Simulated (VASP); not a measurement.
# Sr (Fm-3m) in VASP: notebook

Runs on Sr. Level: PBE. Tasks: relaxation of cell and atoms.

All numbers are computed with VASP 6.6.1; they aren't measurements. Logs are shortened: lines on timing, memory, paths and dates and some standing lists are left out, and cuts for length are marked.

### 1 The cell of the first run

Symmetry: Fm-3m, No. 225, cubic system. The conventional cell has a = 6.035 Å, b = 6.035 Å, c = 6.035 Å, α = 90.00°, β = 90.00°, γ = 90.00°. Sr (site symmetry m-3m) has 12 Sr at 4.27 Å within 5.6 Å.

### 2 Relaxation of cell and atoms, PBE

Input file INCAR:

```
ALGO = Normal
EDIFF = 1E-6
EDIFFG = -0.005
ENCUT = 600
GGA = PE
IBRION = 2
ISIF = 3
ISMEAR = -1
LASPH = T
LCHARG = F
LREAL = F
LWAVE = F
NELM = 80
NSW = 45
PREC = Accurate
SIGMA = 0.05
```

Input file KPOINTS:

```
k-points
0
Gamma
  12 12 12
```

Input file POSCAR:

```
Sr
1.0
    0.0000000000      3.0177222722      3.0177222722
    3.0177222722      0.0000000000      3.0177222722
    3.0177222722      3.0177222722      0.0000000000
Sr
1
Direct
    0.0000000000      0.0000000000      0.0000000000
```

Potentials or basis: VASP PAW PBE potentials, release 64 (Sr_sv).

Run with:

```console
cat potpaw_PBE.64/Sr_sv/POTCAR > POTCAR
mpirun -np 1 vasp_std > vasp.out
```

OUTCAR:

```text
EDIFF = 1E-6
   EDIFFG = -0.005
   ENCUT = 600
   GGA = PE
   IBRION = 2
   ISIF = 3
   ISMEAR = -1
   LASPH = T
   LREAL = F
   NELM = 80
   NSW = 45
   PREC = Accurate

 ion  position               nearest neighbor table
   1  0.000  0.000  0.000-

  LATTYP: Found a face centered cubic cell.
 ALAT       =     6.0354445444

  Lattice vectors:

 A1 = (   0.0000000000,   3.0177222722,   3.0177222722)
 A2 = (   3.0177222722,   0.0000000000,   3.0177222722)
 A3 = (   3.0177222722,   3.0177222722,   0.0000000000)

Analysis of symmetry for initial positions (statically):
=====================================================================
 Subroutine PRICEL returns:
 Original cell was already a primitive cell.

 Routine SETGRP: Setting up the symmetry group for a
 face centered cubic supercell.

 Subroutine GETGRP returns: Found 48 space group operations
 (whereof 48 operations were pure point group operations)
 out of a pool of 48 trial point group operations.

The static configuration has the point symmetry O_h .

Analysis of symmetry for dynamics (positions and initial velocities):
=====================================================================
 Subroutine PRICEL returns:
 Original cell was already a primitive cell.

 Routine SETGRP: Setting up the symmetry group for a
 face centered cubic supercell.

 Subroutine GETGRP returns: Found 48 space group operations
 (whereof 48 operations were pure point group operations)
 out of a pool of 48 trial point group operations.

The dynamic configuration has the point symmetry O_h .

 Subroutine INISYM returns: Found 48 space group operations
 (whereof 48 operations are pure point group operations),
 and found     1 'primitive' translations

----------------------------------------------------------------------------------------

                                     Primitive cell

  volume of cell :      54.9627

  direct lattice vectors                    reciprocal lattice vectors
     0.000000000  3.017722272  3.017722272    -0.165687878  0.165687878  0.165687878
     3.017722272  0.000000000  3.017722272     0.165687878 -0.165687878  0.165687878
     3.017722272  3.017722272  0.000000000     0.165687878  0.165687878 -0.165687878

  length of vectors
     4.267703765  4.267703765  4.267703765     0.286979823  0.286979823  0.286979823

  position of ions in fractional coordinates (direct lattice)
     0.000000000  0.000000000  0.000000000

  ion indices of the primitive-cell ions
   primitive index   ion index
                 1           1

----------------------------------------------------------------------------------------

 KPOINTS: k-points

Automatic generation of k-mesh.
 Grid dimensions read from file:
 generate k-points for:   12   12   12

 Generating k-lattice:

  Cartesian coordinates                     Fractional coordinates (reciprocal lattice)
    -0.013807323  0.013807323  0.013807323     0.083333333  0.000000000  0.000000000
     0.013807323 -0.013807323  0.013807323     0.000000000  0.083333333  0.000000000
     0.013807323  0.013807323 -0.013807323     0.000000000  0.000000000  0.083333333

  Length of vectors
     0.023914985  0.023914985  0.023914985

  Shift w.r.t. Gamma in fractional coordinates (k-lattice)
     0.000000000  0.000000000  0.000000000

 Subroutine IBZKPT returns following result:
 ===========================================

 Found     72 irreducible k-points:

 Following reciprocal coordinates:
            Coordinates               Weight
  0.000000  0.000000  0.000000      1.000000
  0.083333  0.000000  0.000000      8.000000
[... 44 lines left out ...]
   NSW    =     45    number of steps for IOM
   IBRION =      2    ionic relax: 0-MD 1-quasi-New 2-CG
   NFREE  =      1    steps in history (QN), initial steepest desc. (CG)
   ISIF   =      3    stress and relaxation
   ISYM   =      2    0-nonsym 1-usesym 2-fastsym
   POTIM  = 0.5000    time-step for ionic-motion
   TEBEG  =    0.0;   TEEND  =   0.0 temperature during run
   PSTRESS=    0.0 pullay stress
   NELECT =      10.0000    total number of electrons
   NUPDOWN=      -1.0000    fix difference up-down
   EMIN   =  10.00;   EMAX   =-10.00  energy-range for DOS
   EFERMI =   0.00;   METHOD = LEGACY
   ISMEAR =    -1;   SIGMA  =   0.05  broadening in eV -4-tet -1-fermi 0-gaus
   EFERMI_NEDOS =   21; number of points for ismear=-14 and -15
   IALGO  =     38    algorithm
   IMIX   =      4    mixing-type and parameters
     AMIX     =   0.40;   BMIX     =  1.00
     AMIX_MAG =   1.60;   BMIX_MAG =  1.00
  volume/ion in A,a.u.               =      54.96       370.91
  Fermi-wavevector in a.u.,A,eV,Ry     =   0.927653  1.753010 11.708359  0.860540
  Thomas-Fermi vector in A             =   2.053746
   LORBIT       =      0    0 simple, 1 ext, 2 COOP (PROOUT), +10 PAW based schemes
   GGA     = PE    functional components
   LHFCALC =     F    Hartree Fock is set to
   AEXX    =    0.0000 exact exchange contribution
   IVDW    =     0    specifies the selected vdW correction
   LEPSILON=     F    determine dielectric tensor
   LRPA    =     F    only Hartree local field effects (RPA)
 conjugate gradient relaxation of ions
 non-spin polarized calculation
  energy-cutoff  :      600.00
  volume of cell :       54.96
 maximum number of plane-waves:      1856
 NGX is ok and might be reduce to    36
   NGX = 17   NGY = 17   NGZ = 17

--------------------------------------- Ionic step        1  -------------------------------------------

 number of electron      10.0000000 magnetization

 Free energy of the ion-electron system (eV)
  ---------------------------------------------------
  ext. energy  EPLUGINS =         0.00000000
  ---------------------------------------------------
  free energy    TOTEN  =        -1.64235904 eV

  energy without entropy =       -1.63068323  energy(sigma->0) =       -1.63652114

------------------------ aborting loop because EDIFF is reached ----------------------------------------

  FORCE on cell =-STRESS in cart. coord.  units (eV):
  Direction    XX          YY          ZZ          XY          YZ          ZX
  --------------------------------------------------------------------------------------
  -------------------------------------------------------------------------------------
  Total       -0.0106725     -0.0106725     -0.0106725      0.0000000      0.0000000      0.0000000
  in kB       -0.3111051     -0.3111051     -0.3111051      0.0000000      0.0000000      0.0000000
  external PRESSURE =      -0.3111051 kB  Pullay stress =       0.0000000 kB

 VOLUME and BASIS-vectors are now :
 -----------------------------------------------------------------------------
  energy-cutoff  :      600.00
  volume of cell :       54.96
      direct lattice vectors                 reciprocal lattice vectors
     0.000000000  3.017722272  3.017722272    -0.165687878  0.165687878  0.165687878
     3.017722272  0.000000000  3.017722272     0.165687878 -0.165687878  0.165687878
     3.017722272  3.017722272  0.000000000     0.165687878  0.165687878 -0.165687878

 POSITION                                       TOTAL-FORCE (eV/Angst)
 -----------------------------------------------------------------------------------
      0.00000      0.00000      0.00000        -0.000000     -0.000000      0.000000
 -----------------------------------------------------------------------------------
    total drift:                               -0.000000     -0.000000      0.000000

  FREE ENERGIE OF THE ION-ELECTRON SYSTEM (eV)
  ---------------------------------------------------
  free  energy   TOTEN  =        -1.6423590392 eV

  energy  without entropy=       -1.6306832343  energy(sigma->0) =       -1.63652114

--------------------------------------- Ionic step        2  -------------------------------------------

 number of electron      10.0000000 magnetization

 Free energy of the ion-electron system (eV)
  ---------------------------------------------------
  ext. energy  EPLUGINS =         0.00000000
  ---------------------------------------------------
  free energy    TOTEN  =        -1.64236645 eV

  energy without entropy =       -1.63073290  energy(sigma->0) =       -1.63654967

 E-fermi :   1.5885     XC(G=0):  -7.3562

 val. band max:        1.5815410906   @ k =  -0.3333   0.3333   0.1667
 cond. band min:       1.5990447665   @ k =  -0.4167   0.2500   0.0000
 fundamental gap:      0.0175036759
 Fermi energy:         1.5884716281

 k-point     1 :       0.0000    0.0000    0.0000
  band No.  band energies     occupation
      1     -35.0236      2.00000
      2     -16.9112      2.00000
      3     -16.9112      2.00000
      4     -16.9112      2.00000
      5      -2.0573      2.00000
      6       3.9370      0.00000
      7       3.9370      0.00000
      8       3.9370      0.00000
      9       5.4063      0.00000
[... 265 lines left out ...]
 k-point    24 :      -0.4167    0.1667    0.0000
  band No.  band energies     occupation
      1     -35.0082      2.00000
      2     -17.0897      2.00000
      3     -16.9738      2.00000
      4     -16.9455      2.00000
      5       0.8228      2.00000
      6       1.6814      0.26976
      7       3.1849      0.00000
      8       4.1019      0.00000
      9       6.1476      0.00000

 [... further k-points ...]

------------------------ aborting loop because EDIFF is reached ----------------------------------------

  FORCE on cell =-STRESS in cart. coord.  units (eV):
  Direction    XX          YY          ZZ          XY          YZ          ZX
  --------------------------------------------------------------------------------------
  -------------------------------------------------------------------------------------
  Total       -0.0010966     -0.0010966     -0.0010966      0.0000000      0.0000000      0.0000000
  in kB       -0.0320161     -0.0320161     -0.0320161      0.0000000      0.0000000      0.0000000
  external PRESSURE =      -0.0320161 kB  Pullay stress =       0.0000000 kB

 VOLUME and BASIS-vectors are now :
 -----------------------------------------------------------------------------
  energy-cutoff  :      600.00
  volume of cell :       54.88
      direct lattice vectors                 reciprocal lattice vectors
     0.000000000  3.016168545  3.016168545    -0.165773229  0.165773229  0.165773229
     3.016168545  0.000000000  3.016168545     0.165773229 -0.165773229  0.165773229
     3.016168545  3.016168545  0.000000000     0.165773229  0.165773229 -0.165773229

 POSITION                                       TOTAL-FORCE (eV/Angst)
 -----------------------------------------------------------------------------------
      3.01617      3.01617      0.00000        -0.000000     -0.000000      0.000000
 -----------------------------------------------------------------------------------
    total drift:                                0.000000      0.000000      0.000000

  FREE ENERGIE OF THE ION-ELECTRON SYSTEM (eV)
  ---------------------------------------------------
  free  energy   TOTEN  =        -1.6423664468 eV

  energy  without entropy=       -1.6307329008  energy(sigma->0) =       -1.63654967

 reached required accuracy - stopping structural energy minimisation
```

It took 54 s on 1 thread of Intel Xeon 8259CL, shared host; peak memory 0.23 GiB.

What came out:

| Quantity | Value |
| --- | --- |
| Free energy | -1.6424 eV |
| Relaxed volume | 54.88 Å³/atom |
| Relaxed cell | a = 4.266 Å, b = 4.266 Å, c = 4.266 Å, α = 60.00°, β = 60.00°, γ = 60.00° |
| Space group after relaxing (to 0.1 Å) | Fm-3m (No. 225) |
| Energy gained by relaxing | 0.0 meV/atom |
| Ionic steps | 2 |
| Pressure after relaxing | 0.0 GPa |
| Band gap on the k mesh | zero (bands 5 and 6 overlap by 0.06 eV) |

Final structure:
```
Sr
1.0
     0.00000    3.01617    3.01617
     3.01617    0.00000    3.01617
     3.01617    3.01617    0.00000
Sr
1
Direct
  0.00000 0.00000 0.00000
```

### 3 Relaxation of cell and atoms, PBE

Input file INCAR:

```
SYSTEM = Sr
ALGO = Normal
EDIFF = 1E-6
EDIFFG = -0.005
ENCUT = 600
GGA = PE
IBRION = 2
ISIF = 3
ISMEAR = -1
LASPH = .TRUE.
LCHARG = .FALSE.
LREAL = .FALSE.
LWAVE = .FALSE.
NELM = 60
NSW = 60
PREC = Accurate
SIGMA = 0.05
```

Input file KPOINTS:

```
k-points
0
G
  12 12 12
  0 0 0
```

Input file POSCAR:

```
Sr
1.0
    0.0000000000      3.0191369257      3.0191369257
    3.0191369257      0.0000000000      3.0191369257
    3.0191369257      3.0191369257      0.0000000000
Sr
1
Direct
    0.0000000000      0.0000000000      0.0000000000
```

Potentials or basis: VASP PAW PBE potentials, release 64 (Sr_sv).

Run with:

```console
cat potpaw_PBE.64/Sr_sv/POTCAR > POTCAR
mpirun -np 1 vasp_std > vasp.out
```

Run time: 57 s. Hardware: 1 thread of Intel Xeon 8259CL, shared host; peak memory 0.23 GiB.

The run converged. Its results:

* Free energy: -1.6424 eV
* Relaxed volume: 54.91 Å³/atom
* Relaxed cell: a = 4.266 Å, b = 4.266 Å, c = 4.266 Å, α = 60.00°, β = 60.00°, γ = 60.00°
* Space group after relaxing (to 0.1 Å): Fm-3m (No. 225)
* Energy gained by relaxing: 0.0 meV/atom
* Ionic steps: 2
* Pressure after relaxing: 0.0 GPa
* Band gap on the k mesh: zero (bands 5 and 6 overlap by 0.06 eV)

Final structure:
```cif
data_structure
_symmetry_space_group_name_H-M 'P 1'
_symmetry_Int_Tables_number 1
_cell_length_a 4.2663
_cell_length_b 4.2663
_cell_length_c 4.2663
_cell_angle_alpha 60.000
_cell_angle_beta 60.000
_cell_angle_gamma 60.000
_cell_volume 54.91
loop_
_atom_site_label
_atom_site_type_symbol
_atom_site_fract_x
_atom_site_fract_y
_atom_site_fract_z
_atom_site_occupancy
Sr1 Sr 0.00000 0.00000 0.00000 1
```

Levels at points of the mesh, in eV from the Fermi level:
```
           k point  band 3  band 4  band 5  band 6  band 7  band 8
(0.00, 0.00, 0.00)  -18.50  -18.50   -3.64    2.35    2.35    2.35
(0.50, 0.00, 0.00)  -18.53  -18.53   -1.12    0.07    2.19    2.19
(0.50, 0.50, 0.00)  -18.57  -18.57   -0.64    0.35    1.06    4.87
```
